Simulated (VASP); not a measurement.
# BiH (P6_3mc) in VASP: single point with PBE

Aim: the single point of BiH with PBE.

Everything below comes from runs of VASP 6.6.1. Logs are shortened: lines on timing, memory, paths and dates and some standing lists are left out, and cuts for length are marked.

### Step 1. The cell of the first run

It takes space group P6_3mc (No. 186, hexagonal). Conventional cell: a = 3.478 Å, b = 3.478 Å, c = 8.821 Å, α = 90.00°, β = 90.00°, γ = 120.00°. Within 2.4 Å of Bi (site symmetry 3m) lie 1 H at 1.83 Å. H (site symmetry 3m) has 1 Bi at 1.83 Å within 2.4 Å.

### Step 2. Single point, PBE

POSCAR

```
BiH
1.0
    3.4775959991      0.0000000000      0.0000000000
   -1.7387979995      3.0116864793      0.0000000000
    0.0000000000      0.0000000000      8.8208294048
Bi H
2 2
Direct
    0.3333333333      0.6666666667      0.6210037653
    0.6666666667      0.3333333333      0.1210037653
    0.3333333333      0.6666666667      0.4133252447
    0.6666666667      0.3333333333      0.9133252447
```

INCAR.step1

```
PREC     = Accurate       # precision mode
ENCUT    = 520            # plane-wave cutoff, eV
EDIFF    = 1E-7           # SCF threshold, eV
ISMEAR   = 0              # smearing method
SIGMA    = 0.1            # smearing width, eV
LREAL    = F              # projectors in reciprocal space
LASPH    = T              # aspherical terms in the spheres
NELM     = 60             # most SCF steps
ALGO     = Normal         # electronic algorithm
ISIF     = 2              # what is computed and relaxed
LWAVE    = F              # write WAVECAR
LCHARG   = T              # write CHGCAR
GGA      = PE             # functional
NBANDS   = 24             # bands
```

KPOINTS.step1

```
regular mesh
0
Gamma
  18 18 6
```

INCAR.step2

```
PREC     = Accurate       # precision mode
ENCUT    = 520            # plane-wave cutoff, eV
EDIFF    = 1E-7           # SCF threshold, eV
ISMEAR   = -5             # smearing method
SIGMA    = 0.1            # smearing width, eV
LREAL    = F              # projectors in reciprocal space
LASPH    = T              # aspherical terms in the spheres
NELM     = 60             # most SCF steps
ALGO     = Normal         # electronic algorithm
ISIF     = 2              # what is computed and relaxed
LWAVE    = F              # write WAVECAR
LCHARG   = F              # write CHGCAR
GGA      = PE             # functional
LORBIT   = 11             # projections on sites
NBANDS   = 24             # bands
NEDOS    = 1001           # points of the DOS
ICHARG   = 11             # starting density
```

KPOINTS.step2

```
regular mesh
0
Gamma
  27 27 9
```

Potentials or basis: VASP PAW PBE potentials, release 64 (Bi_d, H).

Run with:

```
cat potpaw_PBE.64/Bi_d/POTCAR potpaw_PBE.64/H/POTCAR > POTCAR
cp INCAR.step1 INCAR
cp KPOINTS.step1 KPOINTS
mpirun -np 1 vasp_std > vasp.out
cp INCAR.step2 INCAR
cp KPOINTS.step2 KPOINTS
mpirun -np 1 vasp_std > vasp.out
```

OUTCAR:

```text
PREC = Accurate
   ENCUT = 520
   EDIFF = 1E-7
   ISMEAR = -5
   LREAL = F
   LASPH = T
   NELM = 60
   ISIF = 2
   GGA = PE
   LORBIT = 11
   ICHARG = 11

 ion  position               nearest neighbor table
   1  0.333  0.667  0.621-   3 1.83
   2  0.667  0.333  0.121-   4 1.83
   3  0.333  0.667  0.413-   1 1.83
   4  0.667  0.333  0.913-   2 1.83

  LATTYP: Found a hexagonal cell.
 ALAT       =     3.4775959991
 C/A-ratio  =     2.5364733014

  Lattice vectors:

 A1 = (   3.4775959991,   0.0000000000,   0.0000000000)
 A2 = (  -1.7387979995,   3.0116864793,   0.0000000000)
 A3 = (   0.0000000000,   0.0000000000,   8.8208294048)

Analysis of symmetry for initial positions (statically):
=====================================================================
 Subroutine PRICEL returns:
 Original cell was already a primitive cell.

 Routine SETGRP: Setting up the symmetry group for a
 hexagonal supercell.

 Subroutine GETGRP returns: Found 12 space group operations
 (whereof  6 operations were pure point group operations)
 out of a pool of 24 trial point group operations.

The static configuration has the point symmetry C_3v.
 The point group associated with its full space group is C_6v.

Analysis of symmetry for dynamics (positions and initial velocities):
=====================================================================
 Subroutine PRICEL returns:
 Original cell was already a primitive cell.

 Routine SETGRP: Setting up the symmetry group for a
 hexagonal supercell.

 Subroutine GETGRP returns: Found 12 space group operations
 (whereof  6 operations were pure point group operations)
 out of a pool of 24 trial point group operations.

The dynamic configuration has the point symmetry C_3v.
 The point group associated with its full space group is C_6v.

 Subroutine INISYM returns: Found 12 space group operations
 (whereof  6 operations are pure point group operations),
 and found     1 'primitive' translations

----------------------------------------------------------------------------------------

                                     Primitive cell

  volume of cell :      92.3843

  direct lattice vectors                    reciprocal lattice vectors
     3.477595999  0.000000000  0.000000000     0.287554966  0.166019937  0.000000000
    -1.738798000  3.011686479  0.000000000     0.000000000  0.332039874  0.000000000
     0.000000000  0.000000000  8.820829405     0.000000000  0.000000000  0.113368024
[... 99 lines left out ...]
   TEBEG  =    0.0;   TEEND  =   0.0 temperature during run
   PSTRESS=    0.0 pullay stress
   NELECT =      32.0000    total number of electrons
   NUPDOWN=      -1.0000    fix difference up-down
   EMIN   =  10.00;   EMAX   =-10.00  energy-range for DOS
   EFERMI =   0.00;   METHOD = LEGACY
   ISMEAR =    -5;   SIGMA  =   0.10  broadening in eV -4-tet -1-fermi 0-gaus
   EFERMI_NEDOS =   21; number of points for ismear=-14 and -15
   IALGO  =     38    algorithm
   IMIX   =      4    mixing-type and parameters
     AMIX     =   0.40;   BMIX     =  1.00
     AMIX_MAG =   1.60;   BMIX_MAG =  1.00
  volume/ion in A,a.u.               =      23.10       155.86
  Fermi-wavevector in a.u.,A,eV,Ry     =   1.149720  2.172656 17.984941  1.321856
  Thomas-Fermi vector in A             =   2.286388
   LORBIT       =     11    0 simple, 1 ext, 2 COOP (PROOUT), +10 PAW based schemes
   GGA     = PE    functional components
   LHFCALC =     F    Hartree Fock is set to
   AEXX    =    0.0000 exact exchange contribution
   IVDW    =     0    specifies the selected vdW correction
   LEPSILON=     F    determine dielectric tensor
   LRPA    =     F    only Hartree local field effects (RPA)
 non-spin polarized calculation
 Fermi weights with tetrahedron method with Bloechl corrections
  energy-cutoff  :      520.00
  volume of cell :       92.38
 maximum number of plane-waves:      2521
 NGX is ok and might be reduce to    28

 number of electron      32.0000004 magnetization

 Free energy of the ion-electron system (eV)
  ---------------------------------------------------
  ext. energy  EPLUGINS =         0.00000000
  ---------------------------------------------------
  free energy    TOTEN  =       -13.32083110 eV

  energy without entropy =      -13.32083110  energy(sigma->0) =      -13.32083110

 E-fermi :   4.4159     XC(G=0):  -8.6764

 val. band max:        4.4121648850   @ k =   0.2222   0.0000   0.1111
 cond. band min:       4.3854477895   @ k =   0.2222   0.2222   0.0000
 fundamental gap:     -0.0267170955
 Fermi energy:         4.4158997844

 k-point     1 :       0.0000    0.0000    0.0000
  band No.  band energies     occupation
      1     -18.5921      2.00000
      2     -18.5852      2.00000
      3     -18.5778      2.00000
      4     -18.5778      2.00000
      5     -18.5777      2.00000
      6     -18.5777      2.00000
[... 637 lines left out ...]
     23      11.2019      0.00000
     24      11.6776      0.00000

 [... further k-points ...]

------------------------ aborting loop because EDIFF is reached ----------------------------------------

  FORCE on cell =-STRESS in cart. coord.  units (eV):
  Direction    XX          YY          ZZ          XY          YZ          ZX
  --------------------------------------------------------------------------------------
  -------------------------------------------------------------------------------------
  Total       -0.1722683     -0.1722683      0.0334656     -0.0000000      0.0000000      0.0000000
  in kB       -2.9875664     -2.9875664      0.5803777     -0.0000000      0.0000000      0.0000000
  external PRESSURE =      -1.7982517 kB  Pullay stress =       0.0000000 kB

 VOLUME and BASIS-vectors are now :
 -----------------------------------------------------------------------------
  energy-cutoff  :      520.00
  volume of cell :       92.38
      direct lattice vectors                 reciprocal lattice vectors
     3.477595999  0.000000000  0.000000000     0.287554966  0.166019937  0.000000000
    -1.738798000  3.011686479  0.000000000     0.000000000  0.332039874  0.000000000
     0.000000000  0.000000000  8.820829405     0.000000000  0.000000000  0.113368024

 POSITION                                       TOTAL-FORCE (eV/Angst)
 -----------------------------------------------------------------------------------
     -0.00000      2.00779      5.47777        -0.000000      0.000000      0.000821
      1.73880      1.00390      1.06735         0.000000     -0.000000      0.000821
     -0.00000      2.00779      3.64587        -0.000000      0.000000     -0.000821
      1.73880      1.00390      8.05629        -0.000000     -0.000000     -0.000821
 -----------------------------------------------------------------------------------
    total drift:                               -0.000000     -0.000000      0.000939

  FREE ENERGIE OF THE ION-ELECTRON SYSTEM (eV)
  ---------------------------------------------------
  free  energy   TOTEN  =       -13.3208311037 eV

  energy  without entropy=      -13.3208311037  energy(sigma->0) =      -13.32083110

 total charge

# of ion       s       p       d       tot
------------------------------------------
    1        1.541   1.330   9.921  12.792
    2        1.541   1.330   9.921  12.792
    3        0.501   0.009   0.000   0.510
    4        0.501   0.009   0.000   0.510
--------------------------------------------------
tot          4.083   2.679  19.841  26.603
```

OUTCAR.step1:

```text
PREC = Accurate
   ENCUT = 520
   EDIFF = 1E-7
   ISMEAR = 0
   LREAL = F
[... 880 lines left out ...]
     -0.00000      2.00779      5.47777        -0.000000      0.000000      0.002005
      1.73880      1.00390      1.06735        -0.000000      0.000000      0.002005
     -0.00000      2.00779      3.64587        -0.000000      0.000000     -0.002005
      1.73880      1.00390      8.05629         0.000000      0.000000     -0.002005
 -----------------------------------------------------------------------------------
    total drift:                               -0.000000     -0.000000      0.000471

  FREE ENERGIE OF THE ION-ELECTRON SYSTEM (eV)
  ---------------------------------------------------
  free  energy   TOTEN  =       -13.3109136069 eV

  energy  without entropy=      -13.3024501446  energy(sigma->0) =      -13.30668188
```

OSZICAR.step1:

```text
N       E                     dE             d eps       ncg     rms          rms(c)
DAV:   1     0.315245743269E+03    0.31525E+03   -0.16592E+04  7104   0.148E+03
DAV:   2     0.137655232874E+02   -0.30148E+03   -0.29197E+03  7376   0.411E+02
DAV:   3    -0.128463124828E+02   -0.26612E+02   -0.26360E+02  9040   0.136E+02
DAV:   4    -0.137346312073E+02   -0.88832E+00   -0.88786E+00  8528   0.281E+01
DAV:   5    -0.137688352187E+02   -0.34204E-01   -0.34203E-01 10104   0.492E+00    0.387E+00
DAV:   6    -0.133727059848E+02    0.39613E+00   -0.23098E-01  8448   0.368E+00    0.187E+00
DAV:   7    -0.133070161414E+02    0.65690E-01   -0.35325E-01  8168   0.309E+00    0.432E-01
DAV:   8    -0.133106918865E+02   -0.36757E-02   -0.67507E-02  7624   0.169E+00    0.223E-01
DAV:   9    -0.133107003460E+02   -0.84595E-05   -0.44610E-03  9400   0.427E-01    0.759E-02
DAV:  10    -0.133108606648E+02   -0.16032E-03   -0.17369E-03  9120   0.264E-01    0.507E-02
DAV:  11    -0.133109102516E+02   -0.49587E-04   -0.21444E-04  8040   0.100E-01    0.129E-02
DAV:  12    -0.133109137135E+02   -0.34619E-05   -0.30439E-05  9336   0.443E-02    0.795E-03
DAV:  13    -0.133109135205E+02    0.19300E-06   -0.54766E-06  7928   0.203E-02    0.142E-03
DAV:  14    -0.133109135056E+02    0.14884E-07   -0.14866E-06  8808   0.663E-03    0.194E-03
DAV:  15    -0.133109136336E+02   -0.12803E-06   -0.14808E-07  6672   0.434E-03    0.224E-04
DAV:  16    -0.133109136069E+02    0.26775E-07   -0.47003E-08  4112   0.171E-03
   1 F= -.13310914E+02 E0= -.13306682E+02  d E =-.846346E-02
```

It took 23 min on 1 thread of AMD EPYC 7R13, shared host; peak memory 0.7 GiB.

What came out:

| Item | Value |
| --- | --- |
| Valence electrons inside the program's atomic spheres | Bi 12.79; H 0.51 |

Caveat: spin-orbit coupling is left out, which moves the levels of the heavy elements; tetrahedron occupations give inexact forces and stress in metals.
